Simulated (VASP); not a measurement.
A run of VASP 6.6.1 is set up as follows.

The input POSCAR:

```
Al
1.0
   -1.5943685756      1.5943685756      1.5943685756
    1.5943685756     -1.5943685756      1.5943685756
    1.5943685756      1.5943685756     -1.5943685756
Al
1
Direct
    0.0000000000      0.0000000000      0.0000000000
```

File INCAR.step1:

```
PREC = Accurate
ENCUT = 520
ISMEAR = 0
SIGMA = 0.15
LREAL = F
LASPH = T
NELM = 60
NBANDS = 8
GGA = PE
ALGO = Normal
EDIFF = 1E-4
LWAVE = T
LCHARG = F
```

The input INCAR.step2:

```
PREC = Accurate
ENCUT = 520
EDIFF = 1E-7
ISMEAR = 0
SIGMA = 0.15
LREAL = F
LASPH = T
NELM = 60
ALGO = Normal
ISIF = 2
LWAVE = F
LCHARG = F
METAGGA = R2SCAN
LMIXTAU = T
NBANDS = 8
ISTART = 1
```

The input KPOINTS:

```
regular mesh
0
Gamma
  30 30 30
```

Potentials or basis: VASP PAW PBE potentials, release 64 (Al).

Launch:

```sh
$ cat potpaw_PBE.64/Al/POTCAR > POTCAR
$ cp INCAR.step1 INCAR
$ mpirun -np 1 vasp_std > vasp.out
$ cp INCAR.step2 INCAR
$ mpirun -np 1 vasp_std > vasp.out
```

Question: What does it give for the pressure?

Answer: -0.4 GPa.

Caveat: the PAW data sets were made with another functional, which shifts forces and pressure a little.
